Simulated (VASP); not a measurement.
Write the native input for VASP 6.6.1 that does the following.

```
Task                   : single point
Functional             : r2SCAN
Potentials or basis    : VASP PAW PBE potentials, release 64 (Ti_sv, O_h)
Cutoff                 : 1480 eV
k mesh                 : 8 × 8 × 8
Occupations            : fermi-dirac, width 0.02 eV
Spin                   : no spin polarisation
Dipole correction      : no
Further INCAR settings : ALGO = Normal; EDIFF = 1e-06; NBANDS = 19
```

Crystal: TiO2.

```
CELL_PARAMETERS angstrom
0.00000 2.39683 2.39683
2.39683 0.00000 2.39683
2.39683 2.39683 0.00000
ATOMIC_POSITIONS crystal
Ti 0.00000 0.00000 0.00000
O 0.25000 0.25000 0.25000
O 0.75000 0.75000 0.75000
```

These files were run (other wordings do the same):

POSCAR

```
TiO2
1.0
    0.0000000000      2.3968272547      2.3968272547
    2.3968272547      0.0000000000      2.3968272547
    2.3968272547      2.3968272547      0.0000000000
Ti O
1 2
Direct
    0.0000000000      0.0000000000      0.0000000000
    0.2500000000      0.2500000000      0.2500000000
    0.7500000000      0.7500000000      0.7500000000
```

INCAR.step1

```
SYSTEM = TiO2
ALGO     = Normal         ! electronic algorithm
EDIFF    = 1E-5           ! SCF threshold, eV
ENCUT    = 1480           ! plane-wave cutoff, eV
GGA      = PE             ! functional
GGA_COMPAT= .False.      
ISMEAR   = -1             ! smearing method
LASPH    = .True.         ! aspherical terms in the spheres
LCHARG   = .False.        ! write CHGCAR
LREAL    = .False.        ! projectors in reciprocal space
LWAVE    = .True.         ! write WAVECAR
NBANDS   = 19             ! bands
NELM     = 120            ! most SCF steps
PREC     = Accurate       ! precision mode
SIGMA    = 0.02           ! smearing width, eV
```

INCAR.step2

```
SYSTEM = TiO2
ALGO     = Normal         ! electronic algorithm
EDIFF    = 1E-6           ! SCF threshold, eV
ENCUT    = 1480           ! plane-wave cutoff, eV
GGA_COMPAT= .False.      
ISIF     = 2              ! what is computed and relaxed
ISMEAR   = -1             ! smearing method
ISTART   = 1            
LASPH    = .True.         ! aspherical terms in the spheres
LCHARG   = .False.        ! write CHGCAR
LMIXTAU  = .True.       
LREAL    = .False.        ! projectors in reciprocal space
LWAVE    = .False.        ! write WAVECAR
METAGGA  = R2SCAN         ! meta-GGA
NBANDS   = 19             ! bands
NELM     = 120            ! most SCF steps
PREC     = Accurate       ! precision mode
SIGMA    = 0.02           ! smearing width, eV
```

KPOINTS

```
k-points
0
Gamma
  8 8 8
  0 0 0
```

Potentials or basis: VASP PAW PBE potentials, release 64 (Ti_sv, O_h).

The run is started by

```bash
$ cat potpaw_PBE.64/Ti_sv/POTCAR potpaw_PBE.64/O_h/POTCAR > POTCAR
$ cp INCAR.step1 INCAR
$ mpirun -np 1 vasp_std > vasp.out
$ cp INCAR.step2 INCAR
$ mpirun -np 1 vasp_std > vasp.out
```

It gave:

```json
{
  "Pressure": "1.4 GPa",
  "Band gap on the k mesh": "1.55 eV (least direct gap 2.25 eV)"
}
```

Caveat: the structure was generated, so it needn't be the stable form of TiO2; the PAW data sets were made with another functional, which shifts forces and pressure a little.

It took 11 min on 1 thread of AMD EPYC 7R43 64-Core Processor (Zen 3) (shared host), peak memory 0.36 GiB.
